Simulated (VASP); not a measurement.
A run of VASP 6.6.1:

File INCAR:

```
SYSTEM = Ge2N
ALGO = Normal
EDIFF = 1E-6
EDIFFG = -0.04
ENCUT = 600
GGA = PE
IBRION = 2
ISIF = 3
ISMEAR = 0
LASPH = .TRUE.
LCHARG = .FALSE.
LREAL = .FALSE.
LWAVE = .FALSE.
NELM = 80
NSW = 90
PREC = Accurate
SIGMA = 0.1
```

File KPOINTS:

```
k-points
0
G
  4 4 4
  0 0 0
```

Contents of POSCAR:

```
Ge2N
1.0
    5.4238986600      0.0000000000      0.0000000000
    0.0000000000      5.4238986600      0.0000000000
    0.0000000000      0.0000000000      5.2993956700
Ge N
4 2
Direct
    0.5000000000      0.0000000000      0.4171466300
    0.5000000000      0.0000000000      0.9171466300
    0.0000000000      0.5000000000      0.0828533700
    0.0000000000      0.5000000000      0.5828533700
    0.0000000000      0.0000000000      0.0000000000
    0.5000000000      0.5000000000      0.5000000000
```

Potentials or basis: VASP PAW PBE potentials, release 64 (Ge_d, N).

Launch:

```console
$ cat potpaw_PBE.64/Ge_d/POTCAR potpaw_PBE.64/N/POTCAR > POTCAR
$ mpirun -np 1 vasp_std > vasp.out
```

Hardware: 1 thread of Intel(R) Xeon(R) 6975P-C (Granite Rapids), on a shared host.

How long does it take, and how much memory?

It took 19 min on 1 thread of Intel(R) Xeon(R) 6975P-C (Granite Rapids), with other jobs on the host, peak memory 0.37 GiB. Counts: scf iterations 208, k points 18, ion steps 20.
